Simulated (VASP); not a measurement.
# TiW14 (a cell with a defect) in VASP: single point with PBE

Aim: the single point of TiW14 (a cell with a defect) with PBE.

All numbers are computed with VASP 6.6.1; they aren't measurements. Logs are shortened: lines on timing, memory, paths and dates and some standing lists are left out, and cuts for length are marked.

## 1. The cell of the first run

The cell holds a defect, 15 atoms: a = 6.320 Å, b = 6.320 Å, c = 6.320 Å, α = 90.00°, β = 90.00°, γ = 90.00°.

## 2. Single point, PBE

Contents of INCAR:

```
SYSTEM = TiW14
ALGO     = Normal         ! electronic algorithm
EDIFF    = 1E-6           ! SCF threshold, eV
ENCUT    = 520            ! plane-wave cutoff, eV
GGA      = PE             ! functional
ISIF     = 2              ! what is computed and relaxed
ISMEAR   = 0              ! smearing method
LASPH    = .TRUE.         ! aspherical terms in the spheres
LCHARG   = .FALSE.        ! write CHGCAR
LREAL    = Auto         
LWAVE    = .FALSE.        ! write WAVECAR
NBANDS   = 117            ! bands
NELM     = 100            ! most SCF steps
PREC     = Accurate       ! precision mode
SIGMA    = 0.1            ! smearing width, eV
```

Contents of KPOINTS:

```
k-points
0
G
  3 3 3
  0 0 0
```

Contents of POSCAR:

```
TiW14
1.0
    6.3200000000      0.0000000000      0.0000000000
    0.0000000000      6.3200000000      0.0000000000
    0.0000000000      0.0000000000      6.3200000000
Ti W
1 14
Direct
    0.1267833861      0.1245715190      0.1253675633
    0.5108212025     -0.0056047468     -0.0051191456
   -0.0040893987      0.5087901899     -0.0047148734
   -0.0041947785     -0.0053215190      0.5094837025
    0.4960007911      0.4945587025      0.0006368671
    0.4958946203      0.0000865506      0.4950406646
    0.7424485759      0.2551764241      0.2556808544
    0.0013389241      0.4947537975      0.4953590190
    0.2566780063      0.7405068038      0.2560898734
    0.2565781646      0.2554699367      0.7412835443
    0.4998743671      0.4985890823      0.4991745253
    0.7565449367      0.7550887658      0.2503471519
    0.7564821203      0.2498159810      0.7555996835
    0.2510895570      0.7553716772      0.7559626582
    0.7526123418      0.7512628165      0.7517879747
```

Potentials or basis: VASP PAW PBE potentials, release 64 (Ti_sv, W_sv).

Command:

```bash
$ cat potpaw_PBE.64/Ti_sv/POTCAR potpaw_PBE.64/W_sv/POTCAR > POTCAR
$ mpirun -np 1 vasp_std > vasp.out
```

OUTCAR:

```text
SYSTEM = TiW14
   EDIFF = 1E-6
   ENCUT = 520
   GGA = PE
   ISIF = 2
   ISMEAR = 0
   LASPH = .TRUE.
   LREAL = Auto
   NELM = 100
   PREC = Accurate

 ion  position               nearest neighbor table
   1  0.127  0.125  0.125-   2 2.69   9 2.69  10 2.69   4 2.69   3 2.69   7 2.69
   2  0.511  0.994  0.995-  15 2.66   1 2.69  14 2.69  13 2.70  12 2.70   7 2.75  10 2.81   9 2.81
                             5 3.16   6 3.16   6 3.16   5 3.16
   3  0.996  0.509  0.995-  15 2.66   1 2.69  13 2.70  12 2.70  14 2.71   9 2.75   7 2.80  10 2.80
                             5 3.16   8 3.16   8 3.16   5 3.16
   4  0.996  0.995  0.509-  15 2.66   1 2.69  12 2.69  13 2.70  14 2.71  10 2.75   7 2.80   9 2.80
                             6 3.16   8 3.16   8 3.16   6 3.16
   5  0.496  0.495  0.001-  10 2.69   9 2.70   7 2.70  13 2.74  14 2.74  15 2.78  12 2.81  11 3.15
                             2 3.16   3 3.16   3 3.16   2 3.16  11 3.17
   6  0.496  0.000  0.495-   9 2.69  10 2.70   7 2.70  12 2.74  14 2.74  15 2.78  13 2.81  11 3.15
                             2 3.16   4 3.16   4 3.16   2 3.16  11 3.17
   7  0.742  0.255  0.256-  11 2.66   1 2.69   8 2.70   5 2.70   6 2.70   2 2.75   3 2.80   4 2.80
                            12 3.16  13 3.16  13 3.16  12 3.16
   8  0.001  0.495  0.495-   7 2.70   9 2.70  10 2.70  13 2.74  12 2.74  15 2.78  14 2.81  11 3.15
                             3 3.16   4 3.16   3 3.16   4 3.16  11 3.17
   9  0.257  0.741  0.256-  11 2.66   1 2.69   6 2.69   8 2.70   5 2.70   3 2.75   4 2.80   2 2.81
                            12 3.16  14 3.16  12 3.16  14 3.16
  10  0.257  0.255  0.741-  11 2.66   1 2.69   5 2.69   8 2.70   6 2.70   4 2.75   3 2.80   2 2.81
                            13 3.16  14 3.16  13 3.16  14 3.16
  11  0.500  0.499  0.499-   9 2.66  10 2.66   7 2.66  15 2.77  13 2.78  12 2.78  14 2.78   6 3.15
                             8 3.15   5 3.15   5 3.17   8 3.17   6 3.17
  12  0.757  0.755  0.250-   4 2.69   2 2.70   3 2.70   8 2.74   6 2.74  11 2.78   5 2.81  15 3.15
                             9 3.16   7 3.16   7 3.16   9 3.16  15 3.17
  13  0.756  0.250  0.756-   3 2.70   2 2.70   4 2.70   8 2.74   5 2.74  11 2.78   6 2.81  15 3.15
                            10 3.16   7 3.16   7 3.16  10 3.16  15 3.17
  14  0.251  0.755  0.756-   2 2.69   4 2.71   3 2.71   5 2.74   6 2.74  11 2.78   8 2.81  15 3.15
                             9 3.16  10 3.16  10 3.16   9 3.16  15 3.17
  15  0.753  0.751  0.752-   2 2.66   4 2.66   3 2.66  11 2.77   8 2.78   5 2.78   6 2.78  14 3.15
                            13 3.15  12 3.15  12 3.17  13 3.17  14 3.17

  LATTYP: Found a simple cubic cell.
 ALAT       =     6.3200000000

  Lattice vectors:

 A1 = (   6.3200000000,   0.0000000000,   0.0000000000)
 A2 = (   0.0000000000,   6.3200000000,   0.0000000000)
 A3 = (   0.0000000000,   0.0000000000,   6.3200000000)

Analysis of symmetry for initial positions (statically):
=====================================================================
 Subroutine PRICEL returns:
 Original cell was already a primitive cell.

 Routine SETGRP: Setting up the symmetry group for a
 simple cubic supercell.

 Subroutine GETGRP returns: Found  1 space group operations
 (whereof  1 operations were pure point group operations)
 out of a pool of 48 trial point group operations.

The static configuration has the point symmetry C_1 .

Analysis of symmetry for dynamics (positions and initial velocities):
=====================================================================
 Subroutine PRICEL returns:
 Original cell was already a primitive cell.

 Routine SETGRP: Setting up the symmetry group for a
 simple cubic supercell.

 Subroutine GETGRP returns: Found  1 space group operations
 (whereof  1 operations were pure point group operations)
 out of a pool of 48 trial point group operations.

The dynamic configuration has the point symmetry C_1 .

 Subroutine INISYM returns: Found  1 space group operations
 (whereof  1 operations are pure point group operations),
 and found     1 'primitive' translations

----------------------------------------------------------------------------------------

                                     Primitive cell

  volume of cell :     252.4360

  direct lattice vectors                    reciprocal lattice vectors
     6.320000000  0.000000000  0.000000000     0.158227848  0.000000000  0.000000000
     0.000000000  6.320000000  0.000000000     0.000000000  0.158227848  0.000000000
     0.000000000  0.000000000  6.320000000     0.000000000  0.000000000  0.158227848

  length of vectors
     6.320000000  6.320000000  6.320000000     0.158227848  0.158227848  0.158227848

  position of ions in fractional coordinates (direct lattice)
     0.126783386  0.124571519  0.125367563
[... 65 lines left out ...]
  0.333333  0.333333  0.000000      2.000000
  0.000000  0.333333  0.333333      2.000000
  0.333333  0.000000  0.333333      2.000000
 -0.333333  0.333333  0.000000      2.000000
 -0.333333  0.000000  0.333333      2.000000
  0.000000 -0.333333  0.333333      2.000000
  0.333333  0.333333  0.333333      2.000000
 -0.333333  0.333333  0.333333      2.000000
 -0.333333 -0.333333  0.333333      2.000000
  0.333333 -0.333333  0.333333      2.000000
   k-points           NKPTS =     14   k-points in BZ     NKDIM =     14   number of bands    NBANDS=    117
   number of dos      NEDOS =    301   number of ions     NIONS =     15
   total plane-waves  NPLWV = 110592
   dimension x,y,z NGX =    48 NGY =   48 NGZ =   48
   dimension x,y,z NGXF=    96 NGYF=   96 NGZF=   96
   ions per type =               1  14
   NGX,Y,Z   is equivalent  to a cutoff of  12.63, 12.63, 12.63 a.u.
   NGXF,Y,Z  is equivalent  to a cutoff of  25.25, 25.25, 25.25 a.u.
 SYSTEM =  TiW14
   PREC   = accura    normal or accurate (medium, high low for compatibility)
   ISTART =      0    job   : 0-new  1-cont  2-samecut
   ICHARG =      2    charge: 1-file 2-atom 10-const
   ISPIN  =      1    spin polarized calculation?
   LNONCOLLINEAR =      F non collinear calculations
   LSORBIT =      F    spin-orbit coupling
   LASPH  =      T    aspherical Exc in radial PAW
   ENCUT  =  520.0 eV  38.22 Ry    6.18 a.u.  11.75 11.75 11.75*2*pi/ulx,y,z
   NELM   =    100;   NELMIN=  2; NELMDL= -5     # of ELM steps
   EDIFF  = 0.1E-05   stopping-criterion for ELM
   LREAL  =      T    real-space projection
   EDIFFG = 0.1E-04   stopping-criterion for IOM
   NSW    =      0    number of steps for IOM
   IBRION =     -1    ionic relax: 0-MD 1-quasi-New 2-CG
   NFREE  =      0    steps in history (QN), initial steepest desc. (CG)
   ISIF   =      2    stress and relaxation
   ISYM   =      2    0-nonsym 1-usesym 2-fastsym
   POTIM  = 0.5000    time-step for ionic-motion
   TEBEG  =    0.0;   TEEND  =   0.0 temperature during run
   PSTRESS=    0.0 pullay stress
   NELECT =     208.0000    total number of electrons
   NUPDOWN=      -1.0000    fix difference up-down
   EMIN   =  10.00;   EMAX   =-10.00  energy-range for DOS
   EFERMI =   0.00;   METHOD = LEGACY
   ISMEAR =     0;   SIGMA  =   0.10  broadening in eV -4-tet -1-fermi 0-gaus
   EFERMI_NEDOS =   21; number of points for ismear=-14 and -15
   IALGO  =     38    algorithm
   IMIX   =      4    mixing-type and parameters
     AMIX     =   0.40;   BMIX     =  1.00
     AMIX_MAG =   1.60;   BMIX_MAG =  1.00
  volume/ion in A,a.u.               =      16.83       113.57
  Fermi-wavevector in a.u.,A,eV,Ry     =   1.534778  2.900310 32.049110  2.355543
  Thomas-Fermi vector in A             =   2.641658
   LORBIT       =      0    0 simple, 1 ext, 2 COOP (PROOUT), +10 PAW based schemes
   GGA     = PE    functional components
   LHFCALC =     F    Hartree Fock is set to
   AEXX    =    0.0000 exact exchange contribution
   IVDW    =     0    specifies the selected vdW correction
   LEPSILON=     F    determine dielectric tensor
   LRPA    =     F    only Hartree local field effects (RPA)
 non-spin polarized calculation
 Gauss-broadening in eV      SIGMA  =   0.10
  energy-cutoff  :      520.00
  volume of cell :      252.44
 maximum number of plane-waves:      6859
   NGX = 23   NGY = 23   NGZ = 23

 number of electron     208.0000001 magnetization

 Free energy of the ion-electron system (eV)
  ---------------------------------------------------
  ext. energy  EPLUGINS =         0.00000000
  ---------------------------------------------------
  free energy    TOTEN  =      -185.31444943 eV

  energy without entropy =     -185.25560770  energy(sigma->0) =     -185.28502857

 E-fermi :  10.0513     XC(G=0): -13.1184

 val. band max:       10.0469524112   @ k =   0.0000   0.0000   0.3333
 cond. band min:      10.0685610830   @ k =   0.3333   0.3333   0.0000
 fundamental gap:      0.0216086717
 Fermi energy:        10.0512921201

 k-point     1 :       0.0000    0.0000    0.0000
  band No.  band energies     occupation
      1     -63.7609      2.00000
      2     -63.7034      2.00000
      3     -63.7033      2.00000
      4     -63.6948      2.00000
      5     -63.6948      2.00000
      6     -63.6671      2.00000
[... 1655 lines left out ...]
    115      12.1726      0.00000
    116      12.3168      0.00000
 [bands above 116 left out]

------------------------ aborting loop because EDIFF is reached ----------------------------------------

  FORCE on cell =-STRESS in cart. coord.  units (eV):
  Direction    XX          YY          ZZ          XY          YZ          ZX
  --------------------------------------------------------------------------------------
  -------------------------------------------------------------------------------------
  Total        1.9795196      1.9961650      2.0006068     -4.3283158     -4.3335944     -4.3372965
  in kB       12.5637464     12.6693922     12.6975836    -27.4712416    -27.5047438    -27.5282407
  external PRESSURE =      12.6435741 kB  Pullay stress =       0.0000000 kB

 VOLUME and BASIS-vectors are now :
 -----------------------------------------------------------------------------
  energy-cutoff  :      520.00
  volume of cell :      252.44
      direct lattice vectors                 reciprocal lattice vectors
     6.320000000  0.000000000  0.000000000     0.158227848  0.000000000  0.000000000
     0.000000000  6.320000000  0.000000000     0.000000000  0.158227848  0.000000000
     0.000000000  0.000000000  6.320000000     0.000000000  0.000000000  0.158227848

 POSITION                                       TOTAL-FORCE (eV/Angst)
 -----------------------------------------------------------------------------------
      0.80127      0.78729      0.79232        -0.011241      0.008865      0.004833
      3.22839      6.28458      6.28765        -0.033841      0.021028      0.026523
      6.29416      3.21555      6.29020         0.014416      0.004843      0.000419
      6.29349      6.28637      3.21994         0.020791      0.001218     -0.002155
      3.13472      3.12561      0.00403        -0.002855     -0.003460      0.007500
      3.13405      0.00055      3.12866         0.001665      0.006245      0.000420
      4.69227      1.61272      1.61590        -0.008283     -0.006591     -0.001383
      0.00846      3.12684      3.13067         0.014412     -0.009900     -0.009961
      1.62220      4.68000      1.61849        -0.012893      0.025354     -0.028530
      1.62157      1.61457      4.68491        -0.006171     -0.025862      0.012641
      3.15921      3.15108      3.15478         0.008731     -0.005026     -0.003557
      4.78136      4.77216      1.58219         0.006857      0.006141     -0.010685
      4.78097      1.57884      4.77539         0.008608     -0.012805      0.008028
      1.58689      4.77395      4.77768        -0.005482     -0.004123     -0.003856
      4.75651      4.74798      4.75130         0.005286     -0.005927     -0.000235
 -----------------------------------------------------------------------------------
    total drift:                                0.003834      0.001355      0.004002

  FREE ENERGIE OF THE ION-ELECTRON SYSTEM (eV)
  ---------------------------------------------------
  free  energy   TOTEN  =      -185.3144494340 eV

  energy  without entropy=     -185.2556077025  energy(sigma->0) =     -185.28502857
```

Run time: 27 min. Hardware: 1 thread of Intel Xeon 8259CL, shared host; peak memory 0.49 GiB.

What came out:

```
Free energy            : -185.3144 eV
Pressure               : 1.3 GPa
Largest force          : 0.048 eV/Å
Band gap on the k mesh : zero (bands 104 and 105 overlap by 0.99 eV)
```

Forces in eV/Å, atoms in the order of the input:
```
Ti  -0.011  0.009  0.005
W   -0.034  0.021  0.027
W    0.014  0.005  0.000
W    0.021  0.001 -0.002
W   -0.003 -0.003  0.007
W    0.002  0.006  0.000
W   -0.008 -0.007 -0.001
W    0.014 -0.010 -0.010
W   -0.013  0.025 -0.029
W   -0.006 -0.026  0.013
W    0.009 -0.005 -0.004
W    0.007  0.006 -0.011
W    0.009 -0.013  0.008
W   -0.005 -0.004 -0.004
W    0.005 -0.006  0.000
```

Levels at points of the mesh, in eV from the Fermi level:
| k point | band 101 | band 102 | band 103 | band 104 | band 105 | band 106 | band 107 | band 108 |
| --- | --- | --- | --- | --- | --- | --- | --- | --- |
| (0.00, 0.00, 0.00) | -0.10 | 0.16 | 0.26 | 0.50 | 0.50 | 0.97 | 1.10 | 1.10 |

Caveat: spin-orbit coupling is left out, which moves the levels of the heavy elements.
